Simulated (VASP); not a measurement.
Input of a VASP 6.6.1 run:

The input INCAR:

```
ALGO = Normal
EDIFF = 1E-6
ENCUT = 520
GGA = PE
ISIF = 2
ISMEAR = 0
LASPH = True
LCHARG = False
LREAL = False
LWAVE = False
NBANDS = 20
NELM = 100
PREC = Accurate
SIGMA = 0.1
```

The input KPOINTS:

```
k-points
0
Gamma
  12 12 8
```

File POSCAR:

```
RbOs2
1.0
    4.0474885903      0.0000000000      0.0000000000
   -2.0237442951      3.5052279407      0.0000000000
    0.0000000000      0.0000000000      5.9912631698
Rb Os
1 2
Direct
    0.0000000000      0.0000000000      0.0000000000
    0.6666666667      0.3333333333      0.5334655703
    0.3333333333      0.6666666667      0.4665344297
```

Potentials or basis: VASP PAW PBE potentials, release 64 (Rb_sv, Os).

The run is started by

```console
$ cat potpaw_PBE.64/Rb_sv/POTCAR potpaw_PBE.64/Os/POTCAR > POTCAR
$ mpirun -np 1 vasp_std > vasp.out
```

Estimate the band gap on the k mesh.

zero (an odd number of electrons rules out a gap without spin polarisation).

Predict the pressure.

-0.5 GPa.

Stress tensor (GPa, compression positive):
```
-0.75  0.00  0.00
 0.00 -0.75  0.00
 0.00  0.00 -0.12
```

Caveat: spin-orbit coupling is left out, which moves the levels of the heavy elements.
